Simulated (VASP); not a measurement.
# Sb (R-3m) in VASP: further runs, part 2 of 2

VASP 6.6.1. The steps go on from the part before.

## (4) Single point, PBEsol (29.60 Å³/atom)

This run uses another cell than the first one, of 29.60 Å³/atom.

File INCAR:

```
PREC     = Accurate       # precision mode
ENCUT    = 520            # plane-wave cutoff, eV
EDIFF    = 1E-7           # SCF threshold, eV
ISMEAR   = -1             # smearing method
SIGMA    = 0.05           # smearing width, eV
LREAL    = False          # projectors in reciprocal space
LASPH    = True           # aspherical terms in the spheres
NELM     = 60             # most SCF steps
ALGO     = Normal         # electronic algorithm
ISIF     = 2              # what is computed and relaxed
LWAVE    = False          # write WAVECAR
LCHARG   = True           # write CHGCAR
GGA      = PS             # functional
LELF     = True           # ELF
LVHAR    = True         
NBANDS   = 12             # bands
```

File KPOINTS:

```
Automatic mesh
0
Gamma
  8 8 8
```

File POSCAR:

```
Sb
1.0
    2.1397418462      1.2353805309      3.7327777635
   -2.1397418462      1.2353805309      3.7327777635
    0.0000000000     -2.4707610619      3.7327777635
Sb
2
Direct
    0.7665100000      0.7665100000      0.7665100000
    0.2334900000      0.2334900000      0.2334900000
```

Potentials or basis: VASP PAW PBE potentials, release 64 (Sb).

Started as:

```sh
cat potpaw_PBE.64/Sb/POTCAR > POTCAR
mpirun -np 1 vasp_std > vasp.out
```

OUTCAR:

```text
PREC = Accurate
   ENCUT = 520
   EDIFF = 1E-7
   ISMEAR = -1
   LREAL = False
   LASPH = True
   NELM = 60
   ISIF = 2
   GGA = PS

 ion  position               nearest neighbor table
   1  0.767  0.767  0.767-   2 2.89   2 2.89   2 2.89   2 3.33   2 3.33   2 3.33
   2  0.233  0.233  0.233-   1 2.89   1 2.89   1 2.89   1 3.33   1 3.33   1 3.33

  LATTYP: Found a trigonal (rhomboedric) cell.
 ALAT       =     4.4764148664
 COS(alpha) =     0.5430253624

  Lattice vectors:

 A1 = (   2.1397418462,   1.2353805309,   3.7327777635)
 A2 = (  -2.1397418462,   1.2353805309,   3.7327777635)
 A3 = (   0.0000000000,  -2.4707610619,   3.7327777635)

Analysis of symmetry for initial positions (statically):
=====================================================================
 Subroutine PRICEL returns:
 Original cell was already a primitive cell.

 Routine SETGRP: Setting up the symmetry group for a
 trigonal (rhombohedral) supercell.

 Subroutine GETGRP returns: Found 12 space group operations
 (whereof 12 operations were pure point group operations)
 out of a pool of 12 trial point group operations.
[... 174 lines left out ...]
      3       5.2807      2.00000
      4       5.5626      2.00000
      5       5.5626      2.00000
      6       9.4539      0.00000
      7      10.1166      0.00000
      8      10.1166      0.00000
      9      12.4405      0.00000
     10      12.4405      0.00000
     11      12.6112      0.00000
     12      13.8144      0.00000
[... 331 lines left out ...]
 k-point    24 :       0.3750    0.1250    0.1250
  band No.  band energies     occupation
      1      -4.4856      2.00000
      2      -0.1800      2.00000
      3       3.9271      2.00000
      4       5.8266      2.00000
      5       7.4619      1.06458
      6       7.6190      0.09378
      7       8.0514      0.00002
      8      10.4700      0.00000
      9      12.3292      0.00000
     10      13.3146      0.00000
     11      14.5592      0.00000
     12      16.3712      0.00000

 [... further k-points ...]

------------------------ aborting loop because EDIFF is reached ----------------------------------------

  FORCE on cell =-STRESS in cart. coord.  units (eV):
  Direction    XX          YY          ZZ          XY          YZ          ZX
  --------------------------------------------------------------------------------------
  -------------------------------------------------------------------------------------
  Total        0.6424888      0.6424888      0.3173484      0.0000000     -0.0000000      0.0000000
  in kB       17.3872401     17.3872401      8.5881838      0.0000000     -0.0000000      0.0000000
  external PRESSURE =      14.4542213 kB  Pullay stress =       0.0000000 kB

 VOLUME and BASIS-vectors are now :
 -----------------------------------------------------------------------------
  energy-cutoff  :      520.00
  volume of cell :       59.20
      direct lattice vectors                 reciprocal lattice vectors
     2.139741846  1.235380531  3.732777764     0.233673048  0.134911197  0.089299003
    -2.139741846  1.235380531  3.732777764    -0.233673048  0.134911197  0.089299003
     0.000000000 -2.470761062  3.732777764     0.000000000 -0.269822395  0.089299003

 POSITION                                       TOTAL-FORCE (eV/Angst)
 -----------------------------------------------------------------------------------
      0.00000     -0.00000      8.58363         0.000000      0.000000     -0.270368
      0.00000     -0.00000      2.61470         0.000000     -0.000000      0.270368
 -----------------------------------------------------------------------------------
    total drift:                                0.000000     -0.000000     -0.000000

  FREE ENERGIE OF THE ION-ELECTRON SYSTEM (eV)
  ---------------------------------------------------
  free  energy   TOTEN  =        -9.1129699027 eV

  energy  without entropy=       -9.1101664672  energy(sigma->0) =       -9.11156818
```

OSZICAR:

```text
N       E                     dE             d eps       ncg     rms          rms(c)
DAV:   1     0.333785233786E+02    0.33379E+02   -0.35388E+03  1560   0.654E+02
DAV:   2    -0.729710618671E+01   -0.40676E+02   -0.39170E+02  2036   0.108E+02
DAV:   3    -0.911521532509E+01   -0.18181E+01   -0.18093E+01  1908   0.254E+01
DAV:   4    -0.913058406229E+01   -0.15369E-01   -0.15367E-01  1820   0.278E+00
DAV:   5    -0.913077247369E+01   -0.18841E-03   -0.18841E-03  1920   0.338E-01    0.300E+00
DAV:   6    -0.911962434776E+01    0.11148E-01   -0.24946E-03  1828   0.278E-01    0.180E+00
DAV:   7    -0.911292789027E+01    0.66965E-02   -0.60979E-03  1800   0.430E-01    0.514E-02
DAV:   8    -0.911296258179E+01   -0.34692E-04   -0.14146E-04  1872   0.794E-02    0.162E-02
DAV:   9    -0.911297030093E+01   -0.77191E-05   -0.13598E-05  1876   0.217E-02    0.653E-03
DAV:  10    -0.911296973295E+01    0.56798E-06   -0.95996E-07  1820   0.558E-03    0.122E-03
DAV:  11    -0.911296989803E+01   -0.16509E-06   -0.20614E-07  1768   0.239E-03    0.414E-04
DAV:  12    -0.911296990275E+01   -0.47149E-08   -0.16929E-08   968   0.755E-04
   1 F= -.91129699E+01 E0= -.91115682E+01  d E =-.280344E-02
```

Run time: 28 s. Hardware: 1 thread of AMD EPYC 9R45 (Zen 5), shared host; peak memory 0.19 GiB.

Results:

- Free energy: -9.1130 eV
- Pressure: 1.4 GPa
- Largest force: 0.270 eV/Å
- Band gap on the k mesh: zero (bands 5 and 6 overlap by 0.31 eV)

Forces in eV/Å, atoms in the order of the input:
```
Sb   0.000  0.000 -0.270
Sb   0.000  0.000  0.270
```

Stress tensor (GPa, compression positive):
```
1.74 0.00 0.00
0.00 1.74 0.00
0.00 0.00 0.86
```

Levels at points of the mesh, in eV from the Fermi level:
```tsv
k point	band 3	band 4	band 5	band 6	band 7	band 8
(0.00, 0.00, 0.00)	-2.19	-1.91	-1.91	1.99	2.65	2.65
(0.50, 0.00, 0.00)	-2.07	-1.94	-0.36	-0.31	0.08	0.41
(0.50, 0.50, 0.00)	-5.64	-3.93	-3.83	1.32	4.98	5.53
(0.50, 0.50, 0.50)	-1.42	-1.42	-0.57	0.03	0.03	1.09
```

Caveat: the PAW data sets were made with another functional, which shifts forces and pressure a little; spin-orbit coupling is left out, which moves the levels of the heavy elements.

## (5) Overview

```csv
level,potentials or basis,cell,k mesh,cutoff (eV),gap on the mesh (eV),pressure (GPa),largest force (eV/Å)
LDA,"VASP PAW LDA potentials, release 64 (Sb_d_GW)","a = 4.507 Å, angles 57.1°, 2 atoms",8 × 8 × 8,500,none,-1.2,0.02
PBEsol,"VASP PAW PBE potentials, release 64 (Sb)","a = 4.507 Å, angles 57.1°, 2 atoms",6 × 6 × 6,520,none,0.3,0.07
PBEsol,"VASP PAW PBE potentials, release 64 (Sb)","a = 4.476 Å, angles 57.1°, 2 atoms",8 × 8 × 8,520,none,1.4,0.27
```

Alike in all rows: task single point; no spin polarisation; smearing fermi-dirac 0.05 eV.

Caveats: spin-orbit coupling is left out, which moves the levels of the heavy elements; the PAW data sets were made with another functional, which shifts forces and pressure a little (at least some runs).

Total energies depend on the potentials used, so only differences within one code and one set of settings carry meaning.
